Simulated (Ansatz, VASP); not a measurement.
As in VASP and in Ansatz

```
As
1.0
     1.85538    1.07120    3.46657
    -1.85538    1.07120    3.46657
     0.00000   -2.14241    3.46657
As
2
Direct
  0.22600 0.22600 0.22600
  0.77400 0.77400 0.77400
```

Alike in both runs: task single point; functional PBE0; k mesh 4 × 4 × 4; occupations fermi-dirac, width 0.05 eV; no spin polarisation.

|  | VASP | Ansatz |
| --- | --- | --- |
| version | VASP 6.6.1 | Ansatz 0.2.0 |
| potentials or method | VASP PAW PBE potentials, release 64 (As_d) | Ansatz PAW |
| plane-wave cutoff (eV) | 400 | 420 |
| valence electrons in the cell | 30 | 30 |

VASP gave:

- gap on the k mesh at the Fermi level (eV): 0.92
- least direct gap on the mesh (eV): 1.12
- rms of the force components (eV/Å): 0.055

Q: Estimate Ansatz's values.

A: gap on the k mesh at the Fermi level (eV): 0.81; least direct gap on the mesh (eV): 1.05; rms of the force components (eV/Å): 0.041.

Atom by atom the forces differ by 0.014 eV/Å (rms over components). The functional is the same, so the differences come from potentials, cutoffs and numerics.

The k mesh is coarse, so the values compare programs but aren't converged.
